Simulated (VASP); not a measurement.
# Al (Fm-3m) in VASP: settings compared

Aim: see how the results for Al move with the level of theory and the settings. Levels: LDA, PBEsol+D4, RPBE+D4. Tasks: single point.

All numbers are computed with VASP 6.6.1; they aren't measurements. Logs are shortened: lines on timing, memory, paths and dates and some standing lists are left out, and cuts for length are marked.

### 1 The cell of the first run

Symmetry: Fm-3m, No. 225, cubic system. Conventional cell: a = 4.076 Å, b = 4.076 Å, c = 4.076 Å, α = 90.00°, β = 90.00°, γ = 90.00°. Within 3.8 Å of Al (site symmetry m-3m) lie 12 Al at 2.88 Å.

### 2 Single point, LDA

The input, INCAR:

```
SYSTEM = Al
PREC = Accurate
ENCUT = 520
EDIFF = 1E-7
ISMEAR = -1
SIGMA = 0.05
LREAL = .FALSE.
LASPH = .TRUE.
NELM = 80
ALGO = Normal
ISIF = 2
LWAVE = .FALSE.
LCHARG = .TRUE.
GGA = CA
LELF = .TRUE.
LVHAR = .TRUE.
NBANDS = 8
```

The input, KPOINTS:

```
Automatic mesh
0
G
  11 11 11
  0 0 0
```

The input, POSCAR:

```
Al
1.0
    0.0000000000      2.0382146954      2.0382146954
    2.0382146954      0.0000000000      2.0382146954
    2.0382146954      2.0382146954      0.0000000000
Al
1
Direct
    0.0000000000      0.0000000000      0.0000000000
```

Potentials or basis: VASP PAW LDA potentials, release 64 (Al).

Run with:

```console
$ cat potpaw_LDA.64/Al/POTCAR > POTCAR
$ mpirun -np 1 vasp_std > vasp.out
```

OUTCAR:

```text
SYSTEM = Al
   PREC = Accurate
   ENCUT = 520
   EDIFF = 1E-7
   ISMEAR = -1
   LREAL = .FALSE.
   LASPH = .TRUE.
   NELM = 80
   ISIF = 2
   GGA = CA

 ion  position               nearest neighbor table
   1  0.000  0.000  0.000-

  LATTYP: Found a face centered cubic cell.
 ALAT       =     4.0764293908

  Lattice vectors:

 A1 = (   0.0000000000,   2.0382146954,   2.0382146954)
 A2 = (   2.0382146954,   0.0000000000,   2.0382146954)
 A3 = (   2.0382146954,   2.0382146954,   0.0000000000)

Analysis of symmetry for initial positions (statically):
=====================================================================
 Subroutine PRICEL returns:
 Original cell was already a primitive cell.

 Routine SETGRP: Setting up the symmetry group for a
 face centered cubic supercell.

 Subroutine GETGRP returns: Found 48 space group operations
[... 9 lines left out ...]

 Routine SETGRP: Setting up the symmetry group for a
 face centered cubic supercell.

 Subroutine GETGRP returns: Found 48 space group operations
 (whereof 48 operations were pure point group operations)
 out of a pool of 48 trial point group operations.

The dynamic configuration has the point symmetry O_h .

 Subroutine INISYM returns: Found 48 space group operations
 (whereof 48 operations are pure point group operations),
 and found     1 'primitive' translations

----------------------------------------------------------------------------------------

                                     Primitive cell

  volume of cell :      16.9348

  direct lattice vectors                    reciprocal lattice vectors
     0.000000000  2.038214695  2.038214695    -0.245312724  0.245312724  0.245312724
     2.038214695  0.000000000  2.038214695     0.245312724 -0.245312724  0.245312724
     2.038214695  2.038214695  0.000000000     0.245312724  0.245312724 -0.245312724

  length of vectors
     2.882470865  2.882470865  2.882470865     0.424894103  0.424894103  0.424894103

  position of ions in fractional coordinates (direct lattice)
     0.000000000  0.000000000  0.000000000

  ion indices of the primitive-cell ions
   primitive index   ion index
                 1           1

----------------------------------------------------------------------------------------

 KPOINTS: Automatic mesh

Automatic generation of k-mesh.
 Grid dimensions read from file:
 generate k-points for:   11   11   11

 Generating k-lattice:

  Cartesian coordinates                     Fractional coordinates (reciprocal lattice)
    -0.022301157  0.022301157  0.022301157     0.090909091  0.000000000  0.000000000
     0.022301157 -0.022301157  0.022301157     0.000000000  0.090909091  0.000000000
     0.022301157  0.022301157 -0.022301157     0.000000000  0.000000000  0.090909091

  Length of vectors
     0.038626737  0.038626737  0.038626737

  Shift w.r.t. Gamma in fractional coordinates (k-lattice)
     0.000000000  0.000000000  0.000000000

 Subroutine IBZKPT returns following result:
 ===========================================

 Found     56 irreducible k-points:

 Following reciprocal coordinates:
            Coordinates               Weight
  0.000000  0.000000  0.000000      1.000000
  0.090909  0.000000  0.000000      8.000000
  0.181818  0.000000  0.000000      8.000000
  0.272727  0.000000  0.000000      8.000000
  0.363636  0.000000  0.000000      8.000000
  0.454545  0.000000  0.000000      8.000000
[... 16 lines left out ...]
 -0.272727  0.181818  0.000000     24.000000
 -0.181818  0.181818  0.000000     12.000000
 [... further k-points ...]
   k-points           NKPTS =     56   k-points in BZ     NKDIM =     56   number of bands    NBANDS=      8
   number of dos      NEDOS =    301   number of ions     NIONS =      1
   total plane-waves  NPLWV =  13824
   dimension x,y,z NGX =    24 NGY =   24 NGZ =   24
   dimension x,y,z NGXF=    48 NGYF=   48 NGZF=   48
   ions per type =               1
   NGX,Y,Z   is equivalent  to a cutoff of  13.84, 13.84, 13.84 a.u.
   NGXF,Y,Z  is equivalent  to a cutoff of  27.68, 27.68, 27.68 a.u.
 SYSTEM =  Al
   PREC   = accura    normal or accurate (medium, high low for compatibility)
   ISTART =      0    job   : 0-new  1-cont  2-samecut
   ICHARG =      2    charge: 1-file 2-atom 10-const
   ISPIN  =      1    spin polarized calculation?
   LNONCOLLINEAR =      F non collinear calculations
   LSORBIT =      F    spin-orbit coupling
   LASPH  =      T    aspherical Exc in radial PAW
   ENCUT  =  520.0 eV  38.22 Ry    6.18 a.u.   5.36  5.36  5.36*2*pi/ulx,y,z
   NELM   =     80;   NELMIN=  2; NELMDL= -5     # of ELM steps
   EDIFF  = 0.1E-06   stopping-criterion for ELM
   LREAL  =      F    real-space projection
   EDIFFG = 0.1E-05   stopping-criterion for IOM
   NSW    =      0    number of steps for IOM
   IBRION =     -1    ionic relax: 0-MD 1-quasi-New 2-CG
   NFREE  =      0    steps in history (QN), initial steepest desc. (CG)
   ISIF   =      2    stress and relaxation
   ISYM   =      2    0-nonsym 1-usesym 2-fastsym
   POTIM  = 0.5000    time-step for ionic-motion
   TEBEG  =    0.0;   TEEND  =   0.0 temperature during run
   PSTRESS=    0.0 pullay stress
   NELECT =       3.0000    total number of electrons
   NUPDOWN=      -1.0000    fix difference up-down
   EMIN   =  10.00;   EMAX   =-10.00  energy-range for DOS
   EFERMI =   0.00;   METHOD = LEGACY
   ISMEAR =    -1;   SIGMA  =   0.05  broadening in eV -4-tet -1-fermi 0-gaus
   EFERMI_NEDOS =   21; number of points for ismear=-14 and -15
   IALGO  =     38    algorithm
   IMIX   =      4    mixing-type and parameters
     AMIX     =   0.40;   BMIX     =  1.00
     AMIX_MAG =   1.60;   BMIX_MAG =  1.00
  volume/ion in A,a.u.               =      16.93       114.28
  Fermi-wavevector in a.u.,A,eV,Ry     =   0.919437  1.737484 11.501882  0.845364
  Thomas-Fermi vector in A             =   2.044631
   LORBIT       =      0    0 simple, 1 ext, 2 COOP (PROOUT), +10 PAW based schemes
   GGA     = CA    functional components
   LHFCALC =     F    Hartree Fock is set to
   AEXX    =    0.0000 exact exchange contribution
   IVDW    =     0    specifies the selected vdW correction
   LEPSILON=     F    determine dielectric tensor
   LRPA    =     F    only Hartree local field effects (RPA)
 non-spin polarized calculation
  energy-cutoff  :      520.00
  volume of cell :       16.93
 maximum number of plane-waves:       470
 NGX is ok and might be reduce to    24
   NGX = 11   NGY = 11   NGZ = 11

 number of electron       3.0000000 magnetization

 Free energy of the ion-electron system (eV)
  ---------------------------------------------------
  ext. energy  EPLUGINS =         0.00000000
  ---------------------------------------------------
  free energy    TOTEN  =        -4.18358224 eV

  energy without entropy =       -4.17951146  energy(sigma->0) =       -4.18154685

 E-fermi :   7.5410     XC(G=0): -10.2480

 val. band max:        7.2974836346   @ k =  -0.4545   0.4545   0.0909
 cond. band min:       7.5466288777   @ k =  -0.4545   0.3636   0.0000
 fundamental gap:      0.2491452431
 Fermi energy:         7.5410122773

 k-point     1 :       0.0000    0.0000    0.0000
  band No.  band energies     occupation
      1      -3.3983      2.00000
      2      19.9555      0.00000
      3      19.9555      0.00000
      4      19.9555      0.00000
      5      21.0787      0.00000
      6      21.0787      0.00000
      7      21.0787      0.00000
      8      23.9493      0.00000

 k-point     2 :       0.0909    0.0000    0.0000
  band No.  band energies     occupation
      1      -3.1782      2.00000
      2      17.0255      0.00000
      3      19.2372      0.00000
      4      19.2372      0.00000
      5      21.9148      0.00000
      6      22.1149      0.00000
      7      22.1149      0.00000
      8      25.4510      0.00000

 k-point     3 :       0.1818    0.0000    0.0000
  band No.  band energies     occupation
      1      -2.5196      2.00000
      2      13.4460      0.00000
      3      18.4892      0.00000
      4      18.4892      0.00000
      5      21.7522      0.00000
      6      22.9483      0.00000
      7      22.9483      0.00000
      8      24.6019      0.00000

 k-point     4 :       0.2727    0.0000    0.0000
  band No.  band energies     occupation
      1      -1.4288      2.00000
      2      10.0793      0.00000
      3      18.0767      0.00000
      4      18.0767      0.00000
      5      21.5202      0.00000
      6      21.5202      0.00000
      7      21.5709      0.00000
      8      25.5784      0.00000

 k-point     5 :       0.3636    0.0000    0.0000
  band No.  band energies     occupation
      1       0.0849      2.00000
      2       7.0272      1.99993
      3      18.0250      0.00000
      4      18.0250      0.00000
      5      20.1346      0.00000
      6      20.1346      0.00000
      7      21.6534      0.00000
      8      24.1099      0.00000
[... 177 lines left out ...]
 k-point    22 :      -0.3636    0.1818    0.0000
  band No.  band energies     occupation
      1       2.0785      2.00000
      2       5.9072      2.00000
      3      12.0847      0.00000
      4      16.3334      0.00000
      5      18.2483      0.00000
      6      22.6208      0.00000
      7      25.1716      0.00000
      8      28.0604      0.00000

 k-point    23 :      -0.2727    0.1818    0.0000
  band No.  band energies     occupation
      1       0.2998      2.00000
      2       8.6562      0.00000
      3      11.9403      0.00000
      4      17.5185      0.00000
      5      19.5237      0.00000
      6      22.4226      0.00000
      7      24.7397      0.00000
      8      25.2479      0.00000

 k-point    24 :      -0.1818    0.1818    0.0000
  band No.  band energies     occupation
      1      -1.0669      2.00000
      2      11.3096      0.00000
      3      12.6274      0.00000
      4      19.0483      0.00000
      5      21.1138      0.00000
      6      22.2219      0.00000
      7      23.1261      0.00000
      8      24.1116      0.00000

 [... further k-points ...]
[... 5 lines left out ...]
  --------------------------------------------------------------------------------------
  -------------------------------------------------------------------------------------
  Total       -0.5185112     -0.5185112     -0.5185112      0.0000000      0.0000000     -0.0000000
  in kB      -49.0556418    -49.0556418    -49.0556418      0.0000000      0.0000000     -0.0000000
  external PRESSURE =     -49.0556418 kB  Pullay stress =       0.0000000 kB

 VOLUME and BASIS-vectors are now :
 -----------------------------------------------------------------------------
  energy-cutoff  :      520.00
  volume of cell :       16.93
      direct lattice vectors                 reciprocal lattice vectors
     0.000000000  2.038214695  2.038214695    -0.245312724  0.245312724  0.245312724
     2.038214695  0.000000000  2.038214695     0.245312724 -0.245312724  0.245312724
     2.038214695  2.038214695  0.000000000     0.245312724  0.245312724 -0.245312724

 POSITION                                       TOTAL-FORCE (eV/Angst)
 -----------------------------------------------------------------------------------
      0.00000      0.00000      0.00000         0.000000      0.000000      0.000000
 -----------------------------------------------------------------------------------
    total drift:                                0.000000     -0.000000     -0.000000

  FREE ENERGIE OF THE ION-ELECTRON SYSTEM (eV)
  ---------------------------------------------------
  free  energy   TOTEN  =        -4.1835822388 eV

  energy  without entropy=       -4.1795114612  energy(sigma->0) =       -4.18154685
```

Run time: 3.9 s. Hardware: 1 thread of Intel Xeon 6975P-C, shared host; peak memory 0.12 GiB.

Results:

```
Free energy : -4.1836 eV
Pressure    : -4.9 GPa
```

Levels at points of the mesh, in eV from the Fermi level:
| k point | band 1 | band 2 | band 3 | band 4 | band 5 |
| --- | --- | --- | --- | --- | --- |
| (0.00, 0.00, 0.00) | -10.94 | 12.41 | 12.41 | 12.41 | 13.54 |

[end of part 1 of 2]
